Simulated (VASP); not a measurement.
# Na (Im-3m) in VASP: notebook

The runs below take Na through single point, with r2SCAN.

Everything below comes from runs of VASP 6.6.1. Logs are shortened: lines on timing, memory, paths and dates and some standing lists are left out, and cuts for length are marked.

### Step 1. The cell of the first run

It takes space group Im-3m (No. 229, cubic). Conventional cell: a = 4.225 Å, b = 4.225 Å, c = 4.225 Å, α = 90.00°, β = 90.00°, γ = 90.00°. Na (site symmetry m-3m) has 14 Na at 3.66 to 4.22 Å within 4.8 Å.

### Step 2. Single point, r2SCAN

Contents of POSCAR:

```
Na
1.0
   -2.1125000000      2.1125000000      2.1125000000
    2.1125000000     -2.1125000000      2.1125000000
    2.1125000000      2.1125000000     -2.1125000000
Na
1
Direct
    0.0000000000      0.0000000000      0.0000000000
```

Contents of INCAR.step1:

```
PREC = Accurate
ENCUT = 520
ISMEAR = 1
SIGMA = 0.2
LREAL = False
LASPH = True
NELM = 100
NBANDS = 10
GGA = PE
ALGO = Normal
EDIFF = 1E-4
LWAVE = True
LCHARG = False
```

Contents of INCAR.step2:

```
PREC = Accurate
ENCUT = 520
EDIFF = 1E-6
ISMEAR = 1
SIGMA = 0.2
LREAL = False
LASPH = True
NELM = 100
ALGO = Normal
ISIF = 2
LWAVE = False
LCHARG = True
METAGGA = R2SCAN
LMIXTAU = True
LELF = True
LVHAR = True
NBANDS = 10
ISTART = 1
```

Contents of KPOINTS:

```
regular mesh
0
Gamma
  11 11 11
```

Potentials or basis: VASP PAW PBE potentials, release 64 (Na_pv).

The run is started by

```console
> cat potpaw_PBE.64/Na_pv/POTCAR > POTCAR
> cp INCAR.step1 INCAR
> mpirun -np 1 vasp_std > vasp.out
> cp INCAR.step2 INCAR
> mpirun -np 1 vasp_std > vasp.out
```

OUTCAR:

```text
PREC = Accurate
   ENCUT = 520
   EDIFF = 1E-6
   ISMEAR = 1
   LREAL = False
   LASPH = True
   NELM = 100
   ISIF = 2
   METAGGA = R2SCAN
   ISTART = 1

 ion  position               nearest neighbor table
   1  0.000  0.000  0.000-

  LATTYP: Found a body centered cubic cell.
 ALAT       =     4.2250000000

  Lattice vectors:

 A1 = (  -2.1125000000,   2.1125000000,   2.1125000000)
 A2 = (   2.1125000000,  -2.1125000000,   2.1125000000)
 A3 = (   2.1125000000,   2.1125000000,  -2.1125000000)

Analysis of symmetry for initial positions (statically):
=====================================================================
 Subroutine PRICEL returns:
 Original cell was already a primitive cell.

 Routine SETGRP: Setting up the symmetry group for a
 body centered cubic supercell.

 Subroutine GETGRP returns: Found 48 space group operations
 (whereof 48 operations were pure point group operations)
 out of a pool of 48 trial point group operations.

The static configuration has the point symmetry O_h .

Analysis of symmetry for dynamics (positions and initial velocities):
=====================================================================
 Subroutine PRICEL returns:
 Original cell was already a primitive cell.

 Routine SETGRP: Setting up the symmetry group for a
 body centered cubic supercell.

 Subroutine GETGRP returns: Found 48 space group operations
 (whereof 48 operations were pure point group operations)
 out of a pool of 48 trial point group operations.

The dynamic configuration has the point symmetry O_h .

 Subroutine INISYM returns: Found 48 space group operations
 (whereof 48 operations are pure point group operations),
 and found     1 'primitive' translations

----------------------------------------------------------------------------------------

                                     Primitive cell

  volume of cell :      37.7094

  direct lattice vectors                    reciprocal lattice vectors
    -2.112500000  2.112500000  2.112500000     0.000000000  0.236686391  0.236686391
     2.112500000 -2.112500000  2.112500000     0.236686391  0.000000000  0.236686391
     2.112500000  2.112500000 -2.112500000     0.236686391  0.236686391  0.000000000

  length of vectors
     3.658957331  3.658957331  3.658957331     0.334725104  0.334725104  0.334725104

  position of ions in fractional coordinates (direct lattice)
     0.000000000  0.000000000  0.000000000

  ion indices of the primitive-cell ions
   primitive index   ion index
                 1           1

----------------------------------------------------------------------------------------

 KPOINTS: regular mesh

Automatic generation of k-mesh.
 Grid dimensions read from file:
 generate k-points for:   11   11   11

 Generating k-lattice:

  Cartesian coordinates                     Fractional coordinates (reciprocal lattice)
     0.000000000  0.021516945  0.021516945     0.090909091  0.000000000  0.000000000
     0.021516945  0.000000000  0.021516945     0.000000000  0.090909091  0.000000000
     0.021516945  0.021516945  0.000000000     0.000000000  0.000000000  0.090909091

  Length of vectors
     0.030429555  0.030429555  0.030429555

  Shift w.r.t. Gamma in fractional coordinates (k-lattice)
     0.000000000  0.000000000  0.000000000

 Subroutine IBZKPT returns following result:
 ===========================================

 Found     56 irreducible k-points:

 Following reciprocal coordinates:
            Coordinates               Weight
  0.000000  0.000000  0.000000      1.000000
  0.090909  0.000000  0.000000     12.000000
  0.181818  0.000000  0.000000     12.000000
  0.272727  0.000000  0.000000     12.000000
  0.363636  0.000000  0.000000     12.000000
  0.454545  0.000000  0.000000     12.000000
[... 16 lines left out ...]
  0.272727  0.181818  0.090909     48.000000
  0.363636  0.181818  0.090909     24.000000
 [... further k-points ...]
   k-points           NKPTS =     56   k-points in BZ     NKDIM =     56   number of bands    NBANDS=     10
   number of dos      NEDOS =    301   number of ions     NIONS =      1
   total plane-waves  NPLWV =  21952
   dimension x,y,z NGX =    28 NGY =   28 NGZ =   28
   dimension x,y,z NGXF=    56 NGYF=   56 NGZF=   56
   ions per type =               1
   NGX,Y,Z   is equivalent  to a cutoff of  12.72, 12.72, 12.72 a.u.
   NGXF,Y,Z  is equivalent  to a cutoff of  25.44, 25.44, 25.44 a.u.
 SYSTEM =  unknown system
   PREC   = accura    normal or accurate (medium, high low for compatibility)
   ISTART =      1    job   : 0-new  1-cont  2-samecut
   ICHARG =      0    charge: 1-file 2-atom 10-const
   ISPIN  =      1    spin polarized calculation?
   LNONCOLLINEAR =      F non collinear calculations
   LSORBIT =      F    spin-orbit coupling
   LASPH  =      T    aspherical Exc in radial PAW
   ENCUT  =  520.0 eV  38.22 Ry    6.18 a.u.   6.80  6.80  6.80*2*pi/ulx,y,z
   NELM   =    100;   NELMIN=  2; NELMDL=  0     # of ELM steps
   EDIFF  = 0.1E-05   stopping-criterion for ELM
   LREAL  =      F    real-space projection
   EDIFFG = 0.1E-04   stopping-criterion for IOM
   NSW    =      0    number of steps for IOM
   IBRION =     -1    ionic relax: 0-MD 1-quasi-New 2-CG
   NFREE  =      0    steps in history (QN), initial steepest desc. (CG)
   ISIF   =      2    stress and relaxation
   ISYM   =      2    0-nonsym 1-usesym 2-fastsym
   POTIM  = 0.5000    time-step for ionic-motion
   TEBEG  =    0.0;   TEEND  =   0.0 temperature during run
   PSTRESS=    0.0 pullay stress
   NELECT =       7.0000    total number of electrons
   NUPDOWN=      -1.0000    fix difference up-down
   EMIN   =  10.00;   EMAX   =-10.00  energy-range for DOS
   EFERMI =   0.00;   METHOD = LEGACY
   ISMEAR =     1;   SIGMA  =   0.20  broadening in eV -4-tet -1-fermi 0-gaus
   EFERMI_NEDOS =   21; number of points for ismear=-14 and -15
   IALGO  =     38    algorithm
   IMIX   =      4    mixing-type and parameters
     AMIX     =   0.40;   BMIX     =  1.00
     AMIX_MAG =   1.60;   BMIX_MAG =  1.00
  volume/ion in A,a.u.               =      37.71       254.48
  Fermi-wavevector in a.u.,A,eV,Ry     =   0.933879  1.764776 11.866059  0.872131
  Thomas-Fermi vector in A             =   2.060627
   LORBIT       =      0    0 simple, 1 ext, 2 COOP (PROOUT), +10 PAW based schemes
   METAGGA = R2SCAN    functional components
   LHFCALC =     F    Hartree Fock is set to
   AEXX    =    0.0000 exact exchange contribution
   IVDW    =     0    specifies the selected vdW correction
   LEPSILON=     F    determine dielectric tensor
   LRPA    =     F    only Hartree local field effects (RPA)
 non-spin polarized calculation
 Methfessel and Paxton  Order N= 1 SIGMA  =   0.20
  energy-cutoff  :      520.00
  volume of cell :       37.71
 maximum number of plane-waves:      1027
   NGX = 13   NGY = 13   NGZ = 13

 number of electron       7.0000011 magnetization

 Free energy of the ion-electron system (eV)
  ---------------------------------------------------
  ext. energy  EPLUGINS =         0.00000000
  ---------------------------------------------------
  free energy    TOTEN  =        -3.55666423 eV

  energy without entropy =       -3.55783573  energy(sigma->0) =       -3.55705473

 E-fermi :   0.3421     XC(G=0):  -6.8705

 val. band max:        0.2664161769   @ k =  -0.3636   0.4545   0.0909
 cond. band min:       0.4096219395   @ k =   0.1818   0.1818   0.1818
 fundamental gap:      0.1432057626
 Fermi energy:         0.3420865399

 k-point     1 :       0.0000    0.0000    0.0000
  band No.  band energies     occupation
      1     -25.7258      2.00000
      2     -25.7258      2.00000
      3     -25.7255      2.00000
      4      -3.1530      2.00000
      5      12.6045      0.00000
      6      12.6050      0.00000
      7      12.6050      0.00000
      8      13.8061      0.00000
      9      13.8061      0.00000
     10      14.4145      0.00000

 k-point     2 :       0.0909    0.0000    0.0000
  band No.  band energies     occupation
      1     -25.7284      2.00000
      2     -25.7266      2.00000
      3     -25.7258      2.00000
      4      -2.9993      2.00000
      5      10.9161      0.00000
      6      11.7725      0.00000
      7      12.1816      0.00000
      8      12.8307      0.00000
      9      13.1634      0.00000
     10      14.9909      0.00000

 k-point     3 :       0.1818    0.0000    0.0000
  band No.  band energies     occupation
      1     -25.7357      2.00000
      2     -25.7291      2.00000
      3     -25.7258      2.00000
      4      -2.5409      2.00000
      5       8.4407      0.00000
      6      10.6759      0.00000
      7      11.4694      0.00000
      8      11.8090      0.00000
      9      12.8035      0.00000
     10      15.1218      0.00000

 k-point     4 :       0.2727    0.0000    0.0000
  band No.  band energies     occupation
      1     -25.7452      2.00000
      2     -25.7322      2.00000
      3     -25.7258      2.00000
      4      -1.7857      2.00000
      5       6.1351      0.00000
      6       9.8092      0.00000
      7      10.8618      0.00000
      8      11.0329      0.00000
      9      12.2615      0.00000
     10      15.7163      0.00000

 k-point     5 :       0.3636    0.0000    0.0000
  band No.  band energies     occupation
      1     -25.7539      2.00000
      2     -25.7352      2.00000
      3     -25.7258      2.00000
      4      -0.7474      2.00000
      5       4.0604     -0.00000
      6       9.2230      0.00000
      7      10.4426      0.00000
      8      10.5153      0.00000
      9      11.7795      0.00000
     10      16.5548      0.00000

 k-point     6 :       0.4545    0.0000    0.0000
  band No.  band energies     occupation
      1     -25.7590      2.00000
      2     -25.7369      2.00000
      3     -25.7258      2.00000
      4       0.5308     -0.03644
      5       2.2643     -0.00000
      6       8.9283      0.00000
      7      10.2308      0.00000
      8      10.2569      0.00000
      9      11.5105      0.00000
     10      17.2279      0.00000
[... 183 lines left out ...]
 k-point    21 :      -0.0909    0.0909    0.0909
  band No.  band energies     occupation
      1     -25.7293      2.00000
      2     -25.7276      2.00000
      3     -25.7275      2.00000
      4      -2.8461      2.00000
      5      10.7568      0.00000
      6      10.7571      0.00000
      7      11.0828      0.00000
      8      12.8403      0.00000
      9      12.8993      0.00000
     10      15.1041      0.00000

 k-point    22 :       0.1818    0.1818    0.0909
  band No.  band energies     occupation
      1     -25.7517      2.00000
      2     -25.7342      2.00000
      3     -25.7300      2.00000
      4      -0.6006      2.00000
      5       5.2987      0.00000
      6       5.9946      0.00000
      7       8.0131      0.00000
      8      14.5756      0.00000
      9      15.2763      0.00000
     10      16.5513      0.00000

 k-point    23 :       0.2727    0.1818    0.0909
  band No.  band energies     occupation
      1     -25.7533      2.00000
      2     -25.7387      2.00000
      3     -25.7308      2.00000
      4       0.5496     -0.05719
      5       3.6823     -0.00000
      6       5.3555      0.00000
      7       7.5085      0.00000
      8      14.5424      0.00000
      9      15.7863      0.00000
     10      16.6738      0.00000

 k-point    24 :       0.3636    0.1818    0.0909
  band No.  band energies     occupation
      1     -25.7534      2.00000
      2     -25.7409      2.00000
      3     -25.7310      2.00000
      4       1.6756     -0.00000
      5       2.3417     -0.00000
      6       5.1913      0.00000
      7       7.3480      0.00000
      8      14.4602      0.00000
      9      15.9279      0.00000
     10      17.0290      0.00000

 [... further k-points ...]
[... 5 lines left out ...]
  --------------------------------------------------------------------------------------
  -------------------------------------------------------------------------------------
  Total        0.0171330      0.0171330      0.0171330      0.0000000      0.0000000      0.0000000
  in kB        0.7279381      0.7279381      0.7279381      0.0000000      0.0000000      0.0000000
  external PRESSURE =       0.7279381 kB  Pullay stress =       0.0000000 kB

 VOLUME and BASIS-vectors are now :
 -----------------------------------------------------------------------------
  energy-cutoff  :      520.00
  volume of cell :       37.71
      direct lattice vectors                 reciprocal lattice vectors
    -2.112500000  2.112500000  2.112500000     0.000000000  0.236686391  0.236686391
     2.112500000 -2.112500000  2.112500000     0.236686391  0.000000000  0.236686391
     2.112500000  2.112500000 -2.112500000     0.236686391  0.236686391  0.000000000

 POSITION                                       TOTAL-FORCE (eV/Angst)
 -----------------------------------------------------------------------------------
      0.00000      0.00000      0.00000         0.000000     -0.000000      0.000000
 -----------------------------------------------------------------------------------
    total drift:                               -0.000000     -0.000000     -0.000000

  FREE ENERGIE OF THE ION-ELECTRON SYSTEM (eV)
  ---------------------------------------------------
  free  energy   TOTEN  =        -3.5566642267 eV

  energy  without entropy=       -3.5578357256  energy(sigma->0) =       -3.55705473
```

Wall time 1.9 min (1 thread of Intel Xeon 8259CL, shared host); peak memory 0.16 GiB.

What came out:

| Quantity | Value |
| --- | --- |
| Free energy | -3.5567 eV |
| Pressure | 0.1 GPa |
| Band gap on the k mesh | zero (an odd number of electrons rules out a gap without spin polarisation) |

Levels at points of the mesh, in eV from the Fermi level:
```csv
k point,band 1,band 2,band 3,band 4,band 5,band 6
"(0.00, 0.00, 0.00)",-26.07,-26.07,-26.07,-3.50,12.26,12.26
```

Caveat: the PAW data sets were made with another functional, which shifts forces and pressure a little.

### Step 3. Single point, r2SCAN

POSCAR is that of step 2.

Contents of INCAR.step1:

```
SYSTEM = Na
  PREC = Accurate
  ENCUT = 520
  ISMEAR = 1
  SIGMA = 0.3
  LREAL = .False.
  LASPH = .True.
  NELM = 60
  NBANDS = 10
  GGA = PE
  ALGO = Normal
  EDIFF = 1E-4
  LWAVE = .True.
  LCHARG = .False.
```

Contents of INCAR.step2:

```
SYSTEM = Na
  PREC = Accurate
  ENCUT = 520
  EDIFF = 1E-7
  ISMEAR = 1
  SIGMA = 0.3
  LREAL = .False.
  LASPH = .True.
  NELM = 60
  ALGO = Normal
  ISIF = 2
  LWAVE = .False.
  LCHARG = .False.
  METAGGA = R2SCAN
  LMIXTAU = .True.
  NBANDS = 10
  ISTART = 1
```

Contents of KPOINTS:

```
Automatic mesh
0
Gamma
  11 11 11
  0 0 0
```

Potentials or basis: VASP PAW PBE potentials, release 64 (Na_pv).

The run is started by

```console
> cat potpaw_PBE.64/Na_pv/POTCAR > POTCAR
> cp INCAR.step1 INCAR
> mpirun -np 1 vasp_std > vasp.out
> cp INCAR.step2 INCAR
> mpirun -np 1 vasp_std > vasp.out
```

Run time: 2.2 min. Hardware: 1 thread of Intel Xeon 8259CL, shared host; peak memory 0.16 GiB.

Results (log left out):

```
Free energy            : -3.5561 eV
Pressure               : 0.1 GPa
Band gap on the k mesh : zero (an odd number of electrons rules out a gap without spin polarisation)
```

Levels at points of the mesh, in eV from the Fermi level:
| k point | band 1 | band 2 | band 3 | band 4 | band 5 | band 6 | band 7 |
| --- | --- | --- | --- | --- | --- | --- | --- |
| (0.00, 0.00, 0.00) | -26.07 | -26.07 | -26.07 | -3.50 | 12.26 | 12.26 | 12.26 |

Caveat: so wide a smearing shifts energies and pressures; the PAW data sets were made with another functional, which shifts forces and pressure a little.
